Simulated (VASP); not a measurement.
Set up this calculation in VASP 6.6.1, as the native input.

```yaml
Task: single point
Functional: PBE
Potentials_or_basis: VASP PAW PBE potentials, release 64 (Mg, F)
Cutoff: 600 eV
k_mesh: 7 × 7 × 11
Occupations: fermi-dirac, width 0.01 eV
Spin: no spin polarisation
Dipole_correction: no
Further_INCAR_settings: ALGO = Normal; EDIFF = 1e-06; NBANDS = 25
```

The structure of MgF2 lies in POSCAR:

```
MgF2
1.0
    4.6151966100      0.0000000000      0.0000000000
    0.0000000000      4.6151966100      0.0000000000
    0.0000000000      0.0000000000      3.0477835100
Mg F
2 4
Direct
    0.5000000000      0.5000000000      0.5000000000
    0.0000000000      0.0000000000      0.0000000000
    0.6970798600      0.6970798600      0.0000000000
    0.8029201400      0.1970798600      0.5000000000
    0.3029201400      0.3029201400      0.0000000000
    0.1970798600      0.8029201400      0.5000000000
```

One way to write it, as run:

INCAR

```
SYSTEM = MgF2
  PREC = Accurate
  ENCUT = 600
  EDIFF = 1E-6
  ISMEAR = -1
  SIGMA = 0.01
  LREAL = .FALSE.
  LASPH = .TRUE.
  NELM = 120
  ALGO = Normal
  ISIF = 2
  LWAVE = .FALSE.
  LCHARG = .FALSE.
  GGA = PE
  NBANDS = 25
  GGA_COMPAT = .FALSE.
```

KPOINTS

```
regular mesh
0
G
  7 7 11
  0 0 0
```

Potentials or basis: VASP PAW PBE potentials, release 64 (Mg, F).

The run is started by

```console
$ cat potpaw_PBE.64/Mg/POTCAR potpaw_PBE.64/F/POTCAR > POTCAR
$ mpirun -np 1 vasp_std > vasp.out
```

Results of the run:

The pressure is 4.1 GPa, the largest force is 0.022 eV/Å and the band gap on the k mesh is 7.13 eV.

Caveat: the cell stands under pressure.

Run time: 63 s on 1 thread of Oxide Virtual Turin-like Processor, with other jobs on the host, peak memory 0.21 GiB.
